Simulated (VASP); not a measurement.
Set up this calculation in VASP 6.6.1, as the native input.

* Task: single point
* Functional: PBE
* Potentials or basis: VASP PAW PBE potentials, release 64 (In_d, Sb)
* Cutoff: 520 eV
* k mesh: 4 × 4 × 4
* Occupations: gaussian, width 0.1 eV
* Spin: no spin polarisation
* Dipole correction: no
* Further INCAR settings: ALGO = Normal; EDIFF = 1e-06; NBANDS = 36

The structure of In4Sb lies in POSCAR:

```
In4Sb
1.0
   -3.1642724300      3.1642724300      3.1642724300
    3.1642724300     -3.1642724300      3.1642724300
    3.1642724300      3.1642724300     -3.1642724300
In Sb
4 1
Direct
    0.5000000000      0.5000000000      0.5000000000
    0.5000000000      0.0000000000      0.0000000000
    0.0000000000      0.0000000000      0.5000000000
    0.0000000000      0.5000000000      0.0000000000
    0.0000000000      0.0000000000      0.0000000000
```

The cell was built from a structure type or drawn by symmetry, and may not be a known phase.

These files were run (other wordings do the same):

INCAR

```
SYSTEM = In4Sb
  PREC = Accurate
  ENCUT = 520
  EDIFF = 1E-6
  ISMEAR = 0
  SIGMA = 0.1
  LREAL = .FALSE.
  LASPH = .TRUE.
  NELM = 80
  ALGO = Normal
  ISIF = 2
  LWAVE = .FALSE.
  LCHARG = .TRUE.
  GGA = PE
  LELF = .TRUE.
  LVHAR = .TRUE.
  NBANDS = 36
```

KPOINTS

```
Automatic mesh
0
G
  4 4 4
  0 0 0
```

Potentials or basis: VASP PAW PBE potentials, release 64 (In_d, Sb).

Launch:

```bash
$ cat potpaw_PBE.64/In_d/POTCAR potpaw_PBE.64/Sb/POTCAR > POTCAR
$ mpirun -np 1 vasp_std > vasp.out
```

It gave:

```
Pressure               : 18.1 GPa
Band gap on the k mesh : zero (an odd number of electrons rules out a gap without spin polarisation)
```

Caveat: the cell stands under pressure; spin-orbit coupling is left out, which moves the levels of the heavy elements.

It took 40 s on 1 thread of Intel(R) Xeon(R) Platinum 8488C (Sapphire Rapids), with other jobs on the host, peak memory 0.25 GiB.
